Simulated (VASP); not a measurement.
Wanted: the native input for a VASP 6.6.1 run.

```yaml
Task: relaxation of shape and atoms at fixed volume
Functional: PBE
Potentials_or_basis: VASP PAW PBE potentials, release 64 (Lu)
Cutoff: 600 eV
k_mesh: 15 × 15 × 8
Occupations: gaussian, width 0.1 eV
Spin: no spin polarisation
Dipole_correction: no
Further_INCAR_settings: ALGO = Fast; EDIFF = 1e-06; IBRION = 2; EDIFFG = -0.01; NSW = 50; ISIF = 4
```

The structure of Lu lies in POSCAR:

```
Lu
1.0
    3.6202729919      0.0000000000      0.0000000000
   -1.8101364959      3.1352483797      0.0000000000
    0.0000000000      0.0000000000      5.6376241909
Lu
2
Direct
    0.3333333333      0.6666666667      0.2500000000
    0.6666666667      0.3333333333      0.7500000000
```

These files were run (other wordings do the same):

INCAR

```
SYSTEM = Lu
  PREC = Accurate
  ENCUT = 600
  EDIFF = 1E-6
  ISMEAR = 0
  SIGMA = 0.1
  LREAL = .FALSE.
  LASPH = .TRUE.
  NELM = 80
  ALGO = Fast
  ISIF = 4
  LWAVE = .FALSE.
  LCHARG = .FALSE.
  GGA = PE
  IBRION = 2
  NSW = 50
  EDIFFG = -0.01
```

KPOINTS

```
regular mesh
0
G
  15 15 8
  0 0 0
```

Potentials or basis: VASP PAW PBE potentials, release 64 (Lu).

Command:

```sh
$ cat potpaw_PBE.64/Lu/POTCAR > POTCAR
$ mpirun -np 1 vasp_std > vasp.out
```

It gave:

* Energy gained by relaxing: 0.0 meV/atom
* Ionic steps: 3
* Pressure after relaxing: -3.6 GPa
* Band gap on the k mesh: zero (bands 25 and 26 overlap by 1.69 eV)

Caveat: spin-orbit coupling is left out, which moves the levels of the heavy elements.

It took 7.8 min on 1 thread of Intel(R) Xeon(R) 6975P-C (Granite Rapids), on a shared host, peak memory 0.42 GiB.
